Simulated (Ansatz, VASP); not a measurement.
**Two plane-wave programs on InP2N3**

```
CELL_PARAMETERS angstrom
3.30732 0.00000 0.00000
-1.65366 2.86422 0.00000
0.00000 0.00000 8.43841
ATOMIC_POSITIONS crystal
In 0.00000 0.00000 0.50000
P 0.33333 0.66667 0.14812
P 0.66667 0.33333 0.85188
N 0.33333 0.66667 0.70563
N 0.00000 0.00000 0.00000
N 0.66667 0.33333 0.29437
```

Change from the starting cell: species swapped into the NaTi2O3 type (P-3m1, No. 164).

Alike in both runs: task single point; functional PBE; k mesh 6 × 6 × 2; occupations gaussian, width 0.1 eV; collinear spin.

|  | VASP | Ansatz |
| --- | --- | --- |
| version | VASP 6.6.1 | Ansatz 0.2.0 |
| potentials or method | VASP PAW PBE potentials, release 64 (In_d, P, N), cutoff 520 eV | scalar-relativistic, plane waves, PAW |
| valence electrons in the cell | 38 | 38 |

Ansatz gave:

```
gap on the k mesh at the Fermi level (eV)                     : none
pressure (GPa)                                                : -18.9
traceless stress, the component that is largest in VASP (GPa) : -2.49
rms of the force components (eV/Å)                            : 0.365
net moment per atom (μB)                                      : 0.00
```

**Question.** Which values does VASP return?

**Answer.** gap on the k mesh at the Fermi level (eV): none; pressure (GPa): -19.0; traceless stress, the component that is largest in VASP (GPa): -2.48; rms of the force components (eV/Å): 0.366; net moment per atom (μB): 0.00.

Atom by atom the forces differ by 0.004 eV/Å (rms over components). A gap of «none» marks a metal or a gap that the smearing closes. With one functional, cell and mesh, what is left measures potentials, basis and numerics. Ansatz's warnings: seeded moment not kept.

The k mesh is coarse, so the values compare programs but aren't converged.
